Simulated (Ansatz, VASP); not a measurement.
NiO in VASP and in Ansatz

```
Ni O
1.0
     0.00000    1.70183    4.79312
    -1.47383   -0.85092    4.79312
     1.47383   -0.85092    4.79312
Ni O
2 2
Direct
  0.50000 0.50000 0.50000
  0.00000 0.00000 0.00000
  0.25000 0.25000 0.25000
  0.75000 0.75000 0.75000
```

Alike in both runs: functional r2SCAN; k mesh 10 × 10 × 10; occupations gaussian, width 0.05 eV; collinear spin.

Ansatz relaxed the structure, and its values are those at the end. VASP's run is a single point on that final structure, the one shown.

|  | VASP | Ansatz |
| --- | --- | --- |
| version | VASP 6.6.1 | Ansatz 0.2.0 |
| potentials or method | VASP PAW PBE potentials, release 64 (Ni, O), cutoff 520 eV | scalar-relativistic, plane waves, PAW |
| valence electrons in the cell | 32 | 48 |

|  | VASP | Ansatz | Ansatz less VASP |
| --- | --- | --- | --- |
| gap on the k mesh at the Fermi level (eV) | 2.31 | 2.39 | +0.075 |
| least direct gap on the mesh (eV) | 2.56 | 2.61 | +0.052 |
| pressure (GPa) | 0.1 | 0.0 | -0.06 |
| net moment per atom (μB) | 0.00 | 0.00 | 0.000 |
| size of the moment on the site where the two differ most (μB) | 1.56 | 1.57 | +0.016 |

VASP's potentials were made for PBE, not for r2SCAN. Site moments also hang on the region over which each program counts them. The functional is the same, so the differences come from potentials, cutoffs and numerics. VASP's potentials hold 32 valence electrons a cell and Ansatz's 48, so a difference there can come from the potentials and not from the codes.
